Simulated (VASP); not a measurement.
# Si6SbO16 (a cell with a defect) in VASP: a series of runs

Si6SbO16 (a cell with a defect) is run at these levels: LDA; tasks: single point.

All numbers are computed with VASP 6.6.1; they aren't measurements. Logs are shortened: lines on timing, memory, paths and dates and some standing lists are left out, and cuts for length are marked.

**1. The cell of the first run**

The cell holds a defect, 23 atoms: a = 5.804 Å, b = 5.804 Å, c = 5.283 Å, α = 90.00°, β = 90.00°, γ = 90.00°.

**2. Single point, LDA**

INCAR reads:

```
ALGO = Normal
EDIFF = 1E-6
ENCUT = 520
ISIF = 2
ISMEAR = -1
LASPH = T
LCHARG = F
LREAL = Auto
LWAVE = F
NBANDS = 80
NELECT = 124.0
NELM = 60
PREC = Accurate
SIGMA = 0.02
```

KPOINTS reads:

```
k-points
0
Gamma
  2 2 2
```

POSCAR reads:

```
Si6SbO16
1.0
   -4.1043000000     -4.1043000000      0.0000000000
    4.1043000000     -4.1043000000      0.0000000000
    0.0000000000      0.0000000000      5.2834000000
Si O Sb
6 16 1
Direct
   -0.0001474050      0.5021090078      0.2458863231
   -0.0001397707      0.5021094169      0.7576583000
   -0.0001556787      0.0021160842      0.0017717431
    0.4998239103      0.0021330589      0.2478178482
   -0.0001578507      0.0021177243      0.5017730447
    0.4998371621      0.0021175170      0.7557271043
    0.1901435854      0.5021357266      0.0017744959
   -0.0001200714      0.1973460382      0.2512965565
    0.8095819351      0.5020995426      0.0017716494
   -0.0001782164      0.8068824087      0.2512986936
    0.1796100701      0.5021592461      0.5017718363
   -0.0001258665      0.1973474174      0.7522481598
    0.8201050157      0.5020528862      0.5017734541
   -0.0001827675      0.8068836017      0.7522448302
    0.7004891236      0.0021632761      0.0017753812
    0.4999097786      0.7161896478      0.2283774964
    0.2991878725      0.0020856314      0.0017666727
    0.4997963309      0.2880759533      0.2283657164
    0.6972154578      0.0021554839      0.5017679422
    0.4999165162      0.7161744282      0.7751693675
    0.3024681853      0.0020898131      0.5017769559
    0.4998062080      0.2880637291      0.7751708062
    0.4998597754      0.5021269606      0.5017686222
```

Potentials or basis: VASP PAW LDA potentials, release 64 (Si, O, Sb).

On the command line:

```console
cat potpaw_LDA.64/Si/POTCAR potpaw_LDA.64/O/POTCAR potpaw_LDA.64/Sb/POTCAR > POTCAR
mpirun -np 1 vasp_std > vasp.out
```

OUTCAR:

```text
EDIFF = 1E-6
   ENCUT = 520
   ISIF = 2
   ISMEAR = -1
   LASPH = T
   LREAL = Auto
   NELECT = 124.0
   NELM = 60
   PREC = Accurate

 ion  position               nearest neighbor table
   1  1.000  0.502  0.246-   9 1.70   7 1.70  13 1.71  11 1.71   8 1.77  10 1.77   2 2.58   2 2.70
                            23 3.20  23 3.20
   2  1.000  0.502  0.758-   9 1.70   7 1.70  11 1.71  13 1.71  12 1.77  14 1.77   1 2.58   1 2.70
                            23 3.20  23 3.20
   3  1.000  0.002  0.002-  17 1.74  15 1.74   8 1.74  12 1.74  14 1.74  10 1.74   5 2.64   5 2.64

   4  0.500  0.002  0.248-  16 1.66  18 1.66  17 1.75  15 1.75  21 1.76  19 1.76   6 2.60   6 2.68
                            23 3.20  23 3.20
   5  1.000  0.002  0.502-  12 1.74   8 1.74  14 1.74  10 1.74  21 1.76  19 1.76   3 2.64   3 2.64

   6  0.500  0.002  0.756-  20 1.66  22 1.66  17 1.75  15 1.75  21 1.76  19 1.76   4 2.60   4 2.68
                            23 3.20  23 3.20
   7  0.190  0.502  0.002-   2 1.70   1 1.70
   8  1.000  0.197  0.251-   3 1.74   5 1.74   1 1.77
   9  0.810  0.502  0.002-   1 1.70   2 1.70
  10  1.000  0.807  0.251-   3 1.74   5 1.74   1 1.77
  11  0.180  0.502  0.502-   2 1.71   1 1.71  23 1.86
  12  1.000  0.197  0.752-   3 1.74   5 1.74   2 1.77
  13  0.820  0.502  0.502-   1 1.71   2 1.71  23 1.86
  14  1.000  0.807  0.752-   3 1.74   5 1.74   2 1.77
  15  0.700  0.002  0.002-   3 1.74   6 1.75   4 1.75
  16  0.500  0.716  0.228-   4 1.66  23 1.91
  17  0.299  0.002  0.002-   3 1.74   4 1.75   6 1.75
  18  0.500  0.288  0.228-   4 1.66  23 1.91
  19  0.697  0.002  0.502-   5 1.76   6 1.76   4 1.76
  20  0.500  0.716  0.775-   6 1.66  23 1.91
  21  0.302  0.002  0.502-   5 1.76   4 1.76   6 1.76
  22  0.500  0.288  0.775-   6 1.66  23 1.91
  23  0.500  0.502  0.502-  13 1.86  11 1.86  20 1.91  16 1.91  18 1.91  22 1.91   6 3.20   4 3.20
                             4 3.20   6 3.20   1 3.20   2 3.20   2 3.20   1 3.20

  LATTYP: Found a simple tetragonal cell.
 ALAT       =     5.8043567240
 C/A-ratio  =     0.9102472937

  Lattice vectors:

 A1 = (  -4.1043000000,  -4.1043000000,   0.0000000000)
 A2 = (   4.1043000000,  -4.1043000000,   0.0000000000)
 A3 = (   0.0000000000,   0.0000000000,   5.2834000000)

Analysis of symmetry for initial positions (statically):
=====================================================================
 Subroutine PRICEL returns:
 Original cell was already a primitive cell.

 Routine SETGRP: Setting up the symmetry group for a
 simple tetragonal supercell.

 Subroutine GETGRP returns: Found  1 space group operations
 (whereof  1 operations were pure point group operations)
 out of a pool of 16 trial point group operations.

The static configuration has the point symmetry C_1 .

Analysis of symmetry for dynamics (positions and initial velocities):
=====================================================================
 Subroutine PRICEL returns:
 Original cell was already a primitive cell.

 Routine SETGRP: Setting up the symmetry group for a
 simple tetragonal supercell.

 Subroutine GETGRP returns: Found  1 space group operations
 (whereof  1 operations were pure point group operations)
 out of a pool of 16 trial point group operations.

The dynamic configuration has the point symmetry C_1 .

 Subroutine INISYM returns: Found  1 space group operations
 (whereof  1 operations are pure point group operations),
 and found     1 'primitive' translations

----------------------------------------------------------------------------------------

                                     Primitive cell

  volume of cell :     178.0007

  direct lattice vectors                    reciprocal lattice vectors
    -4.104300000 -4.104300000  0.000000000    -0.121823453 -0.121823453  0.000000000
     4.104300000 -4.104300000  0.000000000     0.121823453 -0.121823453  0.000000000
     0.000000000  0.000000000  5.283400000     0.000000000  0.000000000  0.189272060

  length of vectors
     5.804356724  5.804356724  5.283400000     0.172284380  0.172284380  0.189272060

  position of ions in fractional coordinates (direct lattice)
     0.999852595  0.502109008  0.245886323
     0.999860229  0.502109417  0.757658300
     0.999844321  0.002116084  0.001771743
     0.499823910  0.002133059  0.247817848
     0.999842149  0.002117724  0.501773045
     0.499837162  0.002117517  0.755727104
[... 15 lines left out ...]
     0.499806208  0.288063729  0.775170806
     0.499859775  0.502126961  0.501768622

  ion indices of the primitive-cell ions
   primitive index   ion index
                 1           1
                 2           2
                 3           3
                 4           4
                 5           5
                 6           6
[... 15 lines left out ...]
                22          22
                23          23

----------------------------------------------------------------------------------------

 KPOINTS: k-points

Automatic generation of k-mesh.
 Grid dimensions read from file:
 generate k-points for:    2    2    2

 Generating k-lattice:

  Cartesian coordinates                     Fractional coordinates (reciprocal lattice)
    -0.060911727 -0.060911727  0.000000000     0.500000000  0.000000000  0.000000000
     0.060911727 -0.060911727  0.000000000     0.000000000  0.500000000  0.000000000
     0.000000000  0.000000000  0.094636030     0.000000000  0.000000000  0.500000000

  Length of vectors
     0.086142190  0.086142190  0.094636030

  Shift w.r.t. Gamma in fractional coordinates (k-lattice)
     0.000000000  0.000000000  0.000000000

 Subroutine IBZKPT returns following result:
 ===========================================

 Found      8 irreducible k-points:

 Following reciprocal coordinates:
            Coordinates               Weight
  0.000000  0.000000  0.000000      1.000000
  0.500000  0.000000  0.000000      1.000000
  0.000000  0.500000  0.000000      1.000000
  0.500000  0.500000  0.000000      1.000000
  0.000000  0.000000  0.500000      1.000000
  0.500000  0.000000  0.500000      1.000000
  0.000000  0.500000  0.500000      1.000000
  0.500000  0.500000  0.500000      1.000000
   k-points           NKPTS =      8   k-points in BZ     NKDIM =      8   number of bands    NBANDS=     80
   number of dos      NEDOS =    301   number of ions     NIONS =     23
   total plane-waves  NPLWV =  92160
   dimension x,y,z NGX =    48 NGY =   48 NGZ =   40
   dimension x,y,z NGXF=    96 NGYF=   96 NGZF=   80
   ions per type =               6  16   1
   NGX,Y,Z   is equivalent  to a cutoff of  13.75, 13.75, 12.59 a.u.
   NGXF,Y,Z  is equivalent  to a cutoff of  27.50, 27.50, 25.17 a.u.
 SYSTEM =  unknown system
   PREC   = accura    normal or accurate (medium, high low for compatibility)
   ISTART =      0    job   : 0-new  1-cont  2-samecut
   ICHARG =      2    charge: 1-file 2-atom 10-const
   ISPIN  =      1    spin polarized calculation?
   LNONCOLLINEAR =      F non collinear calculations
   LSORBIT =      F    spin-orbit coupling
   LASPH  =      T    aspherical Exc in radial PAW
   ENCUT  =  520.0 eV  38.22 Ry    6.18 a.u.  10.79 10.79  9.82*2*pi/ulx,y,z
   NELM   =     60;   NELMIN=  2; NELMDL= -5     # of ELM steps
   EDIFF  = 0.1E-05   stopping-criterion for ELM
   LREAL  =      T    real-space projection
   EDIFFG = 0.1E-04   stopping-criterion for IOM
   NSW    =      0    number of steps for IOM
   IBRION =     -1    ionic relax: 0-MD 1-quasi-New 2-CG
   NFREE  =      0    steps in history (QN), initial steepest desc. (CG)
   ISIF   =      2    stress and relaxation
   ISYM   =      2    0-nonsym 1-usesym 2-fastsym
   POTIM  = 0.5000    time-step for ionic-motion
   TEBEG  =    0.0;   TEEND  =   0.0 temperature during run
   PSTRESS=    0.0 pullay stress
   NELECT =     124.0000    total number of electrons
   NUPDOWN=      -1.0000    fix difference up-down
   EMIN   =  10.00;   EMAX   =-10.00  energy-range for DOS
   EFERMI =   0.00;   METHOD = LEGACY
   ISMEAR =    -1;   SIGMA  =   0.02  broadening in eV -4-tet -1-fermi 0-gaus
   EFERMI_NEDOS =   21; number of points for ismear=-14 and -15
   IALGO  =     38    algorithm
   IMIX   =      4    mixing-type and parameters
     AMIX     =   0.40;   BMIX     =  1.00
     AMIX_MAG =   1.60;   BMIX_MAG =  1.00
  volume/ion in A,a.u.               =       7.74        52.23
  Fermi-wavevector in a.u.,A,eV,Ry     =   1.451248  2.742460 28.655495  2.106119
  Thomas-Fermi vector in A             =   2.568767
   LORBIT       =      0    0 simple, 1 ext, 2 COOP (PROOUT), +10 PAW based schemes
   GGA     = CA    functional components
   LHFCALC =     F    Hartree Fock is set to
   AEXX    =    0.0000 exact exchange contribution
   IVDW    =     0    specifies the selected vdW correction
   LEPSILON=     F    determine dielectric tensor
   LRPA    =     F    only Hartree local field effects (RPA)
 non-spin polarized calculation
  energy-cutoff  :      520.00
  volume of cell :      178.00
 maximum number of plane-waves:      4808
 NGX is ok and might be reduce to    48
   NGX = 21   NGY = 21   NGZ = 19

 number of electron     123.9999981 magnetization

 Free energy of the ion-electron system (eV)
  ---------------------------------------------------
  ext. energy  EPLUGINS =         0.00000000
  ---------------------------------------------------
  free energy    TOTEN  =      -188.32310226 eV

  energy without entropy =     -188.31113004  energy(sigma->0) =     -188.31711615

 E-fermi :   7.3644     XC(G=0): -12.8188

 val. band max:        7.3428184166   @ k =   0.5000   0.0000   0.0000
 cond. band min:       7.3897584022   @ k =   0.5000   0.5000   0.0000
 fundamental gap:      0.0469399855
 Fermi energy:         7.3643680438

 k-point     1 :       0.0000    0.0000    0.0000
  band No.  band energies     occupation
      1     -14.7540      2.00000
      2     -13.1409      2.00000
      3     -12.4104      2.00000
      4     -11.7685      2.00000
      5     -11.7626      2.00000
      6     -11.4087      2.00000
[... 66 lines left out ...]
     73      17.9909      0.00000
     74      18.6130      0.00000

 k-point     2 :       0.5000    0.0000    0.0000
  band No.  band energies     occupation
      1     -14.3502      2.00000
      2     -13.7267      2.00000
      3     -12.6533      2.00000
      4     -11.7254      2.00000
      5     -11.7247      2.00000
      6     -11.6086      2.00000
[... 66 lines left out ...]
     73      17.5321      0.00000
     74      17.6750      0.00000

 k-point     3 :       0.0000    0.5000    0.0000
  band No.  band energies     occupation
      1     -14.1918      2.00000
      2     -14.0334      2.00000
      3     -12.1792      2.00000
      4     -11.8364      2.00000
      5     -11.7088      2.00000
      6     -11.6251      2.00000
[... 374 lines left out ...]
     73      18.9208      0.00000
     74      18.9383      0.00000

 k-point     8 :       0.5000    0.5000    0.5000
  band No.  band energies     occupation
      1     -13.4825      2.00000
      2     -12.8312      2.00000
      3     -12.8064      2.00000
      4     -12.7508      2.00000
      5     -12.7197      2.00000
      6     -12.5357      2.00000
[... 66 lines left out ...]
     73      18.8500      0.00000
     74      19.1111      0.00000
 [bands above 74 left out]

------------------------ aborting loop because EDIFF is reached ----------------------------------------

  FORCE on cell =-STRESS in cart. coord.  units (eV):
  Direction    XX          YY          ZZ          XY          YZ          ZX
  --------------------------------------------------------------------------------------
  -------------------------------------------------------------------------------------
  Total       21.3457184     21.3409816     13.4718736      3.5133510     -0.0017571      0.0049073
  in kB      192.1319871    192.0893514    121.2598146     31.6235371     -0.0158153      0.0441705
  external PRESSURE =     168.4937177 kB  Pullay stress =       0.0000000 kB

 VOLUME and BASIS-vectors are now :
 -----------------------------------------------------------------------------
  energy-cutoff  :      520.00
  volume of cell :      178.00
      direct lattice vectors                 reciprocal lattice vectors
    -4.104300000 -4.104300000  0.000000000    -0.121823453 -0.121823453  0.000000000
     4.104300000 -4.104300000  0.000000000     0.121823453 -0.121823453  0.000000000
     0.000000000  0.000000000  5.283400000     0.000000000  0.000000000  0.189272060

 POSITION                                       TOTAL-FORCE (eV/Angst)
 -----------------------------------------------------------------------------------
     -2.04289     -6.16450      1.29912        -0.000326     -0.001493      0.097459
     -2.04292     -6.16453      4.00301        -0.000027     -0.000949     -0.095995
     -4.09498     -4.11235      0.00936        -0.001514      0.002338     -0.003046
     -2.04267     -2.06018      1.30932        -0.003716     -0.000126     -0.019065
     -4.09496     -4.11234      2.65107        -0.002057      0.001694     -0.003295
     -2.04279     -2.06017      3.99281        -0.001929     -0.000483      0.019277
[... 15 lines left out ...]
     -0.86905     -3.23365      4.09554        -0.057832      0.059427      0.193666
      0.00931     -4.11245      2.65104         0.005355     -0.005014      0.002761
 -----------------------------------------------------------------------------------
    total drift:                               -0.003435      0.009196      0.021732

  FREE ENERGIE OF THE ION-ELECTRON SYSTEM (eV)
  ---------------------------------------------------
  free  energy   TOTEN  =      -188.3231022616 eV

  energy  without entropy=     -188.3111300414  energy(sigma->0) =     -188.31711615
```

Run time: 2.4 min. Hardware: 1 thread of Intel Xeon Platinum 8488C (Sapphire Rapids), shared host; peak memory 0.27 GiB.

What came out:

* Free energy: -188.3231 eV
* Largest force: 0.304 eV/Å

Forces in eV/Å, atoms in the order of the input:
```
Si   0.000 -0.001  0.097
Si   0.000 -0.001 -0.096
Si  -0.002  0.002 -0.003
Si  -0.004  0.000 -0.019
Si  -0.002  0.002 -0.003
Si  -0.002  0.000  0.019
O   -0.073 -0.076  0.001
O    0.027 -0.026 -0.001
O    0.077  0.075  0.002
O   -0.029  0.031  0.002
O    0.216  0.215  0.000
O    0.026 -0.025 -0.003
O   -0.214 -0.216  0.000
O   -0.028  0.029 -0.001
O   -0.017 -0.017  0.000
O    0.060 -0.059 -0.195
O    0.017  0.016  0.001
O   -0.061  0.060 -0.193
O    0.001  0.000  0.000
O    0.061 -0.060  0.194
O   -0.001  0.000  0.001
O   -0.058  0.059  0.194
Sb   0.005 -0.005  0.003
```

Levels at points of the mesh, in eV from the Fermi level:
| k point | band 58 | band 59 | band 60 | band 61 | band 62 | band 63 | band 64 | band 65 | band 66 | band 67 |
| --- | --- | --- | --- | --- | --- | --- | --- | --- | --- | --- |
| (0.00, 0.00, 0.00) | -0.56 | -0.54 | -0.24 | -0.17 | -0.05 | 0.28 | 0.83 | 5.74 | 7.72 | 8.05 |
| (0.50, 0.00, 0.00) | -0.58 | -0.47 | -0.28 | -0.19 | -0.17 | -0.02 | 0.16 | 6.75 | 7.95 | 8.80 |
| (0.00, 0.50, 0.00) | -0.78 | -0.78 | -0.49 | -0.49 | -0.13 | 0.32 | 0.37 | 5.93 | 8.06 | 8.72 |
| (0.50, 0.50, 0.00) | -0.65 | -0.36 | -0.34 | -0.11 | 0.03 | 0.24 | 0.30 | 6.73 | 8.84 | 9.06 |
| (0.00, 0.00, 0.50) | -0.69 | -0.56 | -0.34 | -0.27 | -0.05 | 0.11 | 0.18 | 6.39 | 9.32 | 9.44 |
| (0.50, 0.00, 0.50) | -0.55 | -0.46 | -0.23 | 0.07 | 0.08 | 0.21 | 0.23 | 7.12 | 9.85 | 9.94 |
| (0.00, 0.50, 0.50) | -0.62 | -0.43 | -0.34 | -0.32 | -0.32 | 0.04 | 0.24 | 6.31 | 9.19 | 9.51 |
| (0.50, 0.50, 0.50) | -0.59 | -0.57 | -0.47 | -0.39 | -0.15 | -0.13 | -0.13 | 7.16 | 10.02 | 10.40 |

Caveat: the k points lie up to 0.59 Å⁻¹ apart; the cell carries a net charge on a neutralising background, which shifts energy and pressure; the cell is charged against a uniform background, so pressure and absolute levels hang on convention; spin-orbit coupling is left out, which moves the levels of the heavy elements.

(Continued in part 2 of 2.)
